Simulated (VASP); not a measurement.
## Au: single point with PBE

System: Au.

```
Au
1.0
     3.14700    0.00000    0.00000
     0.00000    3.14700    0.00000
     0.00000    0.00000    3.14700
Au
1
Direct
  0.00000 0.00000 0.00000
```

```json
{
  "Program": "VASP 6.6.1",
  "Task": "single point",
  "Functional": "PBE",
  "Potentials or basis": "VASP PAW PBE potentials, release 64 (Au)",
  "Cutoff": "520 eV",
  "k mesh": "10 × 10 × 10",
  "Occupations": "gaussian, width 0.1 eV",
  "Spin": "no spin polarisation"
}
```

The pressure is -12.8 GPa. The band gap on the k mesh is zero (an odd number of electrons rules out a gap without spin polarisation).

Levels at points of the mesh, in eV from the Fermi level:
| k point | band 2 | band 3 | band 4 | band 5 | band 6 | band 7 | band 8 | band 9 |
| --- | --- | --- | --- | --- | --- | --- | --- | --- |
| (0.00, 0.00, 0.00) | -3.55 | -3.55 | -1.48 | -1.48 | -1.48 | 11.56 | 11.56 | 11.56 |
| (0.50, 0.00, 0.00) | -3.36 | -2.14 | -2.14 | -1.42 | 0.65 | 1.02 | 14.97 | 14.97 |
| (0.50, 0.50, 0.00) | -3.21 | -2.03 | -2.03 | -0.92 | 3.35 | 3.92 | 3.92 | 9.50 |
| (0.50, 0.50, 0.50) | -3.08 | -3.08 | -0.88 | -0.88 | 6.67 | 6.87 | 6.87 | 6.87 |

Run time: 18 s on 1 thread of AMD EPYC 7R13 (shared host), peak memory 0.12 GiB.

Caveat: spin-orbit coupling is left out, which moves the levels of the heavy elements.
